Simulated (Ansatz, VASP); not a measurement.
**One calculation of Au, two programs**

```
Au
1.0
     2.84080    0.00000    0.00000
    -1.42040    2.46020    0.00000
     0.00000    0.00000    4.78038
Au
2
Direct
  0.66667 0.33333 0.25000
  0.33333 0.66667 0.75000
```

Alike in both runs: task single point; functional LDA; k mesh 11 × 11 × 6; occupations fermi-dirac, width 0.05 eV; no spin polarisation.

```csv
,VASP,Ansatz
version,VASP 6.6.1,Ansatz 0.2.0
potentials or method,"VASP PAW LDA potentials, release 64 (Au)",Ansatz PAW
plane-wave cutoff (eV),520,420
valence electrons in the cell,22,38
```

VASP gave:

| Quantity | Value |
| --- | --- |
| gap on the k mesh at the Fermi level (eV) | none |
| pressure (GPa) | -0.8 |
| traceless stress, the component that is largest in VASP (GPa) | -0.85 |

Question: What did Ansatz give for the same quantities?

Answer: gap on the k mesh at the Fermi level (eV): none; pressure (GPa): -1.3; traceless stress, the component that is largest in VASP (GPa): -0.77.

LDA's correlation is that of Perdew and Zunger in VASP and of Perdew and Wang (1992) in Ansatz. A gap of «none» marks a metal or a gap that the smearing closes. VASP's potentials hold 22 valence electrons a cell and Ansatz's 38, so a difference there can come from the potentials and not from the codes.

Neither program's run includes spin-orbit coupling.
